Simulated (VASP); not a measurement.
**SiGe: single point with r2SCAN**

SiGe:

```xyz
4
Lattice="3.9044 0.0000 0.0000 -1.9522 3.3813 0.0000 0.0000 0.0000 6.4537" Properties=species:S:1:pos:R:3 pbc="T T T"
Si    1.9522    1.1271    5.6435
Si    0.0000    2.2542    2.4167
Ge    1.9522    1.1271    3.5303
Ge    0.0000    2.2542    0.3034
```

This cell differs from its parent crystal: all Ge atoms moved +0.300 Å, as atom 3 along Cartesian [0 0 1].

```
Program                : VASP 6.6.1
Task                   : single point
Functional             : r2SCAN
Potentials or basis    : VASP PAW PBE potentials, release 64 (Si, Ge_d)
Cutoff                 : 520 eV
k mesh                 : 12 × 12 × 4
Occupations            : gaussian, width 0.05 eV
Spin                   : no spin polarisation
Dipole correction      : no
Further INCAR settings : ALGO = Normal; EDIFF = 1e-07; NBANDS = 26
```

| Property | Result |
| --- | --- |
| Pressure | 3.3 GPa |
| Largest force | 5.420 eV/Å |
| Band gap on the k mesh | zero (bands 18 and 19 overlap by 0.79 eV) |

Forces on the atoms (eV/Å):
```
Si   0.000  0.000  5.420
Si   0.000  0.000  5.420
Ge   0.000  0.000 -5.420
Ge   0.000  0.000 -5.420
```

Stress tensor (GPa, compression positive):
```
-5.11  0.00  0.00
 0.00 -5.11  0.00
 0.00  0.00 20.19
```

Levels at points of the mesh, in eV from the Fermi level:
```csv
k point,band 15,band 16,band 17,band 18,band 19,band 20,band 21,band 22
"(0.00, 0.00, 0.00)",-1.88,-1.88,0.55,0.55,1.09,1.21,1.21,1.49
"(0.50, 0.00, 0.00)",-5.88,-4.35,-3.49,-1.09,0.64,1.75,1.77,2.30
"(0.00, 0.00, 0.50)",-1.12,-1.12,-1.12,-1.12,1.93,1.93,3.08,3.08
"(0.50, 0.00, 0.50)",-3.60,-3.60,-2.66,-2.66,0.12,0.12,2.31,2.31
```

Wall time 7.7 min on 1 thread of Intel(R) Xeon(R) Platinum 8259CL CPU @ 2.50GHz (Skylake/Cascade Lake), on a shared host, peak memory 0.27 GiB.

Caveat: the cell differs from its parent crystal (all Ge atoms moved +0.300 Å, as atom 3 along Cartesian [0 0 1]); the cell stands under pressure; semilocal functionals underestimate gaps, so a narrow gap can read as zero; the PAW data sets were made with another functional, which shifts forces and pressure a little.
